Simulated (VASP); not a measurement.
Be, 2 atoms in the cell. The structure is cubic, space group Fd-3m (No. 227). Conventional cell: a = 3.888 Å, b = 3.888 Å, c = 3.888 Å, α = 90.00°, β = 90.00°, γ = 90.00°. Be (site symmetry -43m) has 4 Be at 1.68 Å within 2.2 Å.  This cell differs from its parent crystal: volume scaled by 0.5.

```yaml
Program: VASP 6.6.1
Task: single point
Functional: PBE
Potentials_or_basis: VASP PAW PBE potentials, release 64 (Be)
Cutoff: 520 eV
k_mesh: 15 × 15 × 15
Occupations: fermi-dirac, width 0.1 eV
Spin: no spin polarisation
Dipole_correction: no
Further_INCAR_settings: ALGO = Normal; EDIFF = 1e-06; NBANDS = 9
```

Potentials or basis: VASP PAW PBE potentials, release 64 (Be).

Launch:

```bash
$ cat potpaw_PBE.64/Be/POTCAR > POTCAR
$ mpirun -np 1 vasp_std > vasp.out
```

Hardware: 1 thread of Intel(R) Xeon(R) Platinum 8375C CPU @ 2.90GHz (Ice Lake), with other jobs on the host.

Task: How long does it take, and how much memory?

Result: Wall time 7.1 s on 1 thread of Intel(R) Xeon(R) Platinum 8375C CPU @ 2.90GHz (Ice Lake), with other jobs on the host, peak memory 0.12 GiB. Counts: scf iterations 10, k points 120.
